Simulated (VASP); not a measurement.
AlN:

```
Al N
1.0
     3.33405    0.00000    0.00000
    -1.66703    2.88737    0.00000
     0.00000    0.00000    4.21530
Al N
2 2
Cartesian
  1.6670 0.9625 1.0538
  0.0000 1.9249 3.1615
  1.6670 0.9625 3.1615
  0.0000 1.9249 1.0538
```

Base run:

| Quantity | Value |
| --- | --- |
| Program | VASP 6.6.1 |
| Functional | r2SCAN |
| Potentials or basis | VASP PAW PBE potentials, release 64 (Al, N) |
| Cutoff | 520 eV |
| k mesh | 9 × 9 × 7 |
| Occupations | fermi-dirac, width 0.05 eV |
| Spin | no spin polarisation |

Its results: band gap on the k mesh 3.70 eV, direct; pressure -9.5 GPa.

Q: The run is repeated on the same cell with these changes: functional from r2SCAN to PBEsol. What comes out?

A: Band gap on the k mesh 3.04 eV, direct; pressure -7.4 GPa.

r2SCAN gives the wider gap, since meta-GGAs in the generalised Kohn-Sham scheme recover part of the derivative discontinuity.

Caveats: the PAW data sets were made with another functional, which shifts forces and pressure a little.

A k mesh can miss the band edges.
